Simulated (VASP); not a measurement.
# Zn16O in VASP: single point with PBEsol

Aim: the single point of Zn16O with PBEsol.

All numbers are computed with VASP 6.6.1; they aren't measurements. Logs are shortened: lines on timing, memory, paths and dates and some standing lists are left out, and cuts for length are marked.

### 1 The cell of the first run

The cell holds a slab with vacuum, 17 atoms: a = 5.320 Å, b = 5.320 Å, c = 20.405 Å, α = 90.00°, β = 90.00°, γ = 60.00°.

### 2 Single point, PBEsol

INCAR

```
ALGO = Normal
EDIFF = 1E-6
ENCUT = 520
GGA = PS
ISIF = 2
ISMEAR = 0
LASPH = T
LCHARG = F
LREAL = Auto
LWAVE = F
NBANDS = 113
NELM = 80
PREC = Accurate
SIGMA = 0.05
```

KPOINTS

```
k-points
0
Gamma
  4 4 1
```

POSCAR

```
Zn16O
1.0
    5.3200000000      0.0000000000      0.0000000000
    2.6600000000      4.6072550000      0.0000000000
    0.0000000000      0.0000000000     20.4054400000
Zn O
16 1
Direct
   -0.1666667028      0.3333334057      0.0490064904
    0.3333332972      0.3333334057      0.0490064904
   -0.1666666486      0.8333332972      0.0490064904
    0.3333333514      0.8333332972      0.0490064904
    0.0074002331     -0.0132143760      0.1675887900
    0.5103953686     -0.0169102861      0.1684782587
    0.0068935772      0.4861827704      0.1649593932
    0.5094771537      0.4872908055      0.1666769254
   -0.1547694344      0.3172674402      0.2753962179
    0.3346724233      0.3266517699      0.2751825984
   -0.1607704388      0.8202070430      0.2797544184
    0.3455838508      0.8207477120      0.2810345673
    0.0220399911     -0.0352040423      0.3990879883
    0.5388568032     -0.0598929297      0.3933264365
    0.0780801375      0.4526111535      0.4142357136
    0.5017780986      0.4619520734      0.3849875817
    0.8008987361      0.3743589187      0.4458516945
```

Potentials or basis: VASP PAW PBE potentials, release 64 (Zn, O).

On the command line:

```sh
$ cat potpaw_PBE.64/Zn/POTCAR potpaw_PBE.64/O/POTCAR > POTCAR
$ mpirun -np 1 vasp_std > vasp.out
```

OUTCAR:

```text
EDIFF = 1E-6
   ENCUT = 520
   GGA = PS
   ISIF = 2
   ISMEAR = 0
   LASPH = T
   LREAL = Auto
   NELM = 80
   PREC = Accurate

 ion  position               nearest neighbor table
   1  0.833  0.333  0.049-   3 2.66   4 2.66   2 2.66   2 2.66   4 2.66   3 2.66   7 2.80   8 2.83
                             5 2.90
   2  0.333  0.333  0.049-   4 2.66   3 2.66   1 2.66   1 2.66   3 2.66   4 2.66   7 2.80   8 2.84
                             6 2.92
   3  0.833  0.833  0.049-   1 2.66   2 2.66   4 2.66   4 2.66   2 2.66   1 2.66   5 2.85   7 2.86
                             6 2.86
   4  0.333  0.833  0.049-   2 2.66   1 2.66   3 2.66   3 2.66   1 2.66   2 2.66   5 2.85   6 2.87
                             8 2.88
   5  0.007  0.987  0.168-   6 2.65   8 2.66   7 2.66   8 2.66   7 2.67   6 2.67   9 2.68  11 2.76
                            12 2.79   4 2.85   3 2.85   1 2.90
   6  0.510  0.983  0.168-   8 2.64   7 2.64   5 2.65   5 2.67   7 2.68   8 2.68  10 2.69  11 2.73
                            12 2.75   3 2.86   4 2.87   2 2.92
   7  0.007  0.486  0.165-   6 2.64   8 2.64   5 2.66   5 2.67   8 2.68   6 2.68  10 2.71   9 2.72
                            11 2.80   1 2.80   2 2.80   3 2.86
   8  0.509  0.487  0.167-   6 2.64   7 2.64   5 2.66   5 2.66   7 2.68   6 2.68  10 2.70   9 2.70
                            12 2.79   1 2.83   2 2.84   4 2.88
   9  0.845  0.317  0.275-  10 2.63  12 2.65  11 2.66  11 2.66  12 2.67   5 2.68  10 2.69   8 2.70
                             7 2.72  16 2.74  13 3.00
  10  0.335  0.327  0.275-   9 2.63  11 2.63  16 2.64  12 2.66  12 2.67  11 2.69   9 2.69   6 2.69
                             8 2.70   7 2.71  14 3.00
  11  0.839  0.820  0.280-  12 2.62  10 2.63   9 2.66   9 2.66  10 2.69  12 2.70  14 2.70   6 2.73
                             5 2.76   7 2.80  13 2.87
  12  0.346  0.821  0.281-  11 2.62   9 2.65  10 2.66  10 2.67   9 2.67  16 2.69  11 2.70  14 2.71
                             6 2.75   5 2.79   8 2.79  13 2.83
  13  0.022  0.965  0.399-  17 2.12  15 2.61  16 2.63  14 2.64  14 2.69  16 2.72  15 2.77  12 2.83
                            11 2.87   9 3.00
  14  0.539  0.940  0.393-  15 2.63  13 2.64  16 2.65  16 2.69  13 2.69  11 2.70  12 2.71  15 2.77
                            10 3.00
  15  0.078  0.453  0.414-  17 1.84  16 2.36  13 2.61  14 2.63  13 2.77  14 2.77
  16  0.502  0.462  0.385-  17 1.88  15 2.36  13 2.63  10 2.64  14 2.65  14 2.69  12 2.69  13 2.72
                             9 2.74
  17  0.801  0.374  0.446-  15 1.84  16 1.88  13 2.12

  LATTYP: Found a hexagonal cell.
 ALAT       =     5.3199998717
 C/A-ratio  =     3.8356091150

  Lattice vectors:

 A1 = (  -2.6600000000,  -4.6072550000,   0.0000000000)
 A2 = (   5.3200000000,   0.0000000000,   0.0000000000)
 A3 = (   0.0000000000,   0.0000000000,  20.4054400000)

Analysis of symmetry for initial positions (statically):
=====================================================================
 Subroutine PRICEL returns:
 Original cell was already a primitive cell.

[... 151 lines left out ...]
   ISMEAR =     0;   SIGMA  =   0.05  broadening in eV -4-tet -1-fermi 0-gaus
   EFERMI_NEDOS =   21; number of points for ismear=-14 and -15
   IALGO  =     38    algorithm
   IMIX   =      4    mixing-type and parameters
     AMIX     =   0.40;   BMIX     =  1.00
     AMIX_MAG =   1.60;   BMIX_MAG =  1.00
  volume/ion in A,a.u.               =      29.42       198.54
  Fermi-wavevector in a.u.,A,eV,Ry     =   1.202071  2.271584 19.660058  1.444974
  Thomas-Fermi vector in A             =   2.337862
   LORBIT       =      0    0 simple, 1 ext, 2 COOP (PROOUT), +10 PAW based schemes
   GGA     = PS    functional components
   LHFCALC =     F    Hartree Fock is set to
   AEXX    =    0.0000 exact exchange contribution
   IVDW    =     0    specifies the selected vdW correction
   LEPSILON=     F    determine dielectric tensor
   LRPA    =     F    only Hartree local field effects (RPA)
 non-spin polarized calculation
 Gauss-broadening in eV      SIGMA  =   0.05
  energy-cutoff  :      520.00
  volume of cell :      500.15
 maximum number of plane-waves:     13544
   NGX = 19   NGY = 19   NGZ = 75

 number of electron     198.0000016 magnetization

 Free energy of the ion-electron system (eV)
  ---------------------------------------------------
  ext. energy  EPLUGINS =         0.00000000
  ---------------------------------------------------
  free energy    TOTEN  =       -30.36709283 eV

  energy without entropy =      -30.35864800  energy(sigma->0) =      -30.36287042

 E-fermi :  -1.0385     XC(G=0):  -6.4583

 val. band max:       -1.0492359351   @ k =   0.5000   0.2500   0.0000
 cond. band min:      -1.0279997946   @ k =   0.2500   0.0000   0.0000
 fundamental gap:      0.0212361405
 Fermi energy:        -1.0385447752

 k-point     1 :       0.0000    0.0000    0.0000
  band No.  band energies     occupation
      1     -19.2722      2.00000
      2     -11.2719      2.00000
      3     -10.1297      2.00000
      4      -9.4884      2.00000
      5      -9.3875      2.00000
      6      -9.3504      2.00000
[... 1129 lines left out ...]
    110       3.4637      0.00000
    111       3.6953      0.00000
 [bands above 111 left out]

------------------------ aborting loop because EDIFF is reached ----------------------------------------

  FORCE on cell =-STRESS in cart. coord.  units (eV):
  Direction    XX          YY          ZZ          XY          YZ          ZX
  --------------------------------------------------------------------------------------
  -------------------------------------------------------------------------------------
  Total       -2.7015323     -6.5502838     -0.4494172      0.2462918     -0.5399403     -0.1177157
  in kB       -8.6540798    -20.9831580     -1.4396618      0.7889703     -1.7296431     -0.3770901
  external PRESSURE =     -10.3589665 kB  Pullay stress =       0.0000000 kB

 VOLUME and BASIS-vectors are now :
 -----------------------------------------------------------------------------
  energy-cutoff  :      520.00
  volume of cell :      500.15
      direct lattice vectors                 reciprocal lattice vectors
     5.320000000  0.000000000  0.000000000     0.187969925 -0.108524490  0.000000000
     2.660000000  4.607255000  0.000000000     0.000000000  0.217048980  0.000000000
     0.000000000  0.000000000 20.405440000     0.000000000  0.000000000  0.049006539

 POSITION                                       TOTAL-FORCE (eV/Angst)
 -----------------------------------------------------------------------------------
      5.32000      1.53575      1.00000        -0.030073     -0.048668      0.050727
      2.66000      1.53575      1.00000         0.041520     -0.028904      0.002155
      6.65000      3.83938      1.00000         0.009159      0.017611      0.014570
      3.99000      3.83938      1.00000        -0.003460     -0.028326     -0.007907
      2.66422      4.54637      3.41972        -0.002066      0.010225     -0.027066
      5.33032      4.52934      3.43787         0.004092      0.010987      0.014525
[... 9 lines left out ...]
      3.89825      2.12833      7.85584        -0.067794      0.337821     -0.082463
      5.25658      1.72477      9.09780        -0.053367     -0.977033      0.090917
 -----------------------------------------------------------------------------------
    total drift:                               -0.001780      0.003840     -0.006246

  FREE ENERGIE OF THE ION-ELECTRON SYSTEM (eV)
  ---------------------------------------------------
  free  energy   TOTEN  =       -30.3670928332 eV

  energy  without entropy=      -30.3586480011  energy(sigma->0) =      -30.36287042
```

stdout:

```text
POSCAR found type information on POSCAR ZnO
 POSCAR found :  2 types and      17 ions
 scaLAPACK will be used
 -----------------------------------------------------------------------------
|                                                                             |
|                                                                             |
|     You enforced a specific xc type in the INCAR file but a different       |
|     I HOPE YOU KNOW WHAT YOU ARE DOING!                                     |
|                                                                             |
 -----------------------------------------------------------------------------

 LDA part: xc-table for (Slater+PW92), standard interpolation
 POSCAR, INCAR and KPOINTS ok, starting setup
 FFT: planning ... GRIDC
 FFT: planning ... GRID_SOFT
 FFT: planning ... GRID
 WAVECAR not read
 entering main loop
```

Wall time 38 min (1 thread of Intel Xeon 8259CL, shared host); peak memory 0.76 GiB.

Results:

```
Free energy            : -30.3671 eV
Largest force          : 0.983 eV/Å
Band gap on the k mesh : zero (bands 99 and 100 overlap by 1.36 eV)
```

Forces on the atoms (eV/Å):
```
Zn  -0.030 -0.049  0.051
Zn   0.042 -0.029  0.002
Zn   0.009  0.018  0.015
Zn  -0.003 -0.028 -0.008
Zn  -0.002  0.010 -0.027
Zn   0.004  0.011  0.015
Zn   0.004  0.007  0.008
Zn  -0.005  0.007  0.002
Zn  -0.001  0.009 -0.018
Zn   0.000 -0.018  0.025
Zn   0.034  0.012  0.019
Zn  -0.035  0.019  0.005
Zn  -0.011  0.169  0.236
Zn   0.001  0.172 -0.253
Zn   0.114  0.328 -0.079
Zn  -0.068  0.338 -0.082
O   -0.053 -0.977  0.091
```

Levels at points of the mesh, in eV from the Fermi level:
```
           k point  band 97  band 98  band 99  band 100  band 101  band 102
(0.00, 0.00, 0.00)    -1.44    -1.40    -1.28     -0.97      0.30      0.65
(0.50, 0.00, 0.00)    -0.78    -0.31     0.34      0.44      1.25      2.10
(0.50, 0.50, 0.00)    -0.71    -0.29     0.39      0.46      1.28      2.04
(0.00, 0.50, 0.00)    -0.69    -0.30     0.25      0.48      1.28      2.08
```

Caveat: there is no dipole correction, which matters where the two faces differ; the PAW data sets were made with another functional, which shifts forces and pressure a little.

The gap in the log of VASP goes by the Fermi energy; the results here count the filled bands.